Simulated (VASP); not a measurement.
A run of VASP 6.6.1 is set up as follows.

File INCAR:

```
SYSTEM = KNaBi2O6
PREC = Accurate
ENCUT = 520
EDIFF = 1E-6
ISMEAR = 0
SIGMA = 0.05
LREAL = .False.
LASPH = .True.
NELM = 80
ALGO = Normal
ISIF = 2
LWAVE = .False.
LCHARG = .False.
GGA = PS
NBANDS = 52
```

The input KPOINTS:

```
Automatic mesh
0
Gamma
  4 4 6
  0 0 0
```

Contents of POSCAR:

```
KNaBi2O6
1.0
    4.1409619100     -4.1772563700      0.0000000000
    4.1409619100      4.1772563700      0.0000000000
    0.0000000000      0.0000000000      4.2888821200
K Na Bi O
1 1 2 6
Direct
    0.5000000000      0.5000000000      0.5000000000
    0.0000000000      0.0000000000      0.5000000000
    0.0000000000      0.5000000000      0.0000000000
    0.5000000000      0.0000000000      0.0000000000
    0.0000000000      0.5000000000      0.5000000000
    0.5000000000      0.0000000000      0.5000000000
    0.3136660300      0.6863339700      0.0000000000
    0.6863339700      0.3136660300      0.0000000000
    0.8216468200      0.8216468200      0.0000000000
    0.1783531800      0.1783531800      0.0000000000
```

Potentials or basis: VASP PAW PBE potentials, release 64 (K_sv, Na_pv, Bi_d, O).

Run with:

```sh
$ cat potpaw_PBE.64/K_sv/POTCAR potpaw_PBE.64/Na_pv/POTCAR potpaw_PBE.64/Bi_d/POTCAR potpaw_PBE.64/O/POTCAR > POTCAR
$ mpirun -np 1 vasp_std > vasp.out
```

(1) What does it give for the pressure?

(2) Estimate the band gap on the k mesh.

(3) What does it give for the largest force?

Results:

(1) -4.6 GPa.

(2) zero (band 41 reaches 2.59 eV, above the bottom of band 42 at 2.22 eV).

(3) 0.209 eV/Å.

Caveat: the PAW data sets were made with another functional, which shifts forces and pressure a little; spin-orbit coupling is left out, which moves the levels of the heavy elements.
